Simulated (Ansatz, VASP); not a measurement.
**SrO in VASP and in Ansatz**

```xyz
2
Lattice="0.0000 2.5799 2.5799 2.5799 0.0000 2.5799 2.5799 2.5799 0.0000" Properties=species:S:1:pos:R:3 pbc="T T T"
Sr    2.5799    2.5799    2.5799
O     0.0000    0.0000    0.0000
```

Alike in both runs: task single point; functional r2SCAN; k mesh 2 × 2 × 2; no spin polarisation.

|  | VASP | Ansatz |
| --- | --- | --- |
| version | VASP 6.6.1 | Ansatz 0.2.0 |
| potentials or method | VASP PAW PBE potentials, release 64 (Sr_sv, O) | plane waves |
| plane-wave cutoff (eV) | 520 | 500 |
| occupations | gaussian, width 0.01 eV | fixed |
| valence electrons in the cell | 16 | 16 |

|  | VASP | Ansatz | Ansatz less VASP |
| --- | --- | --- | --- |
| gap on the k mesh at the Fermi level (eV) | 3.54 | 3.60 | +0.059 |
| pressure (GPa) | 1.0 | 0.4 | -0.64 |

VASP's potentials were made for PBE, not for r2SCAN.

The k mesh is coarse, so the values compare programs but aren't converged.
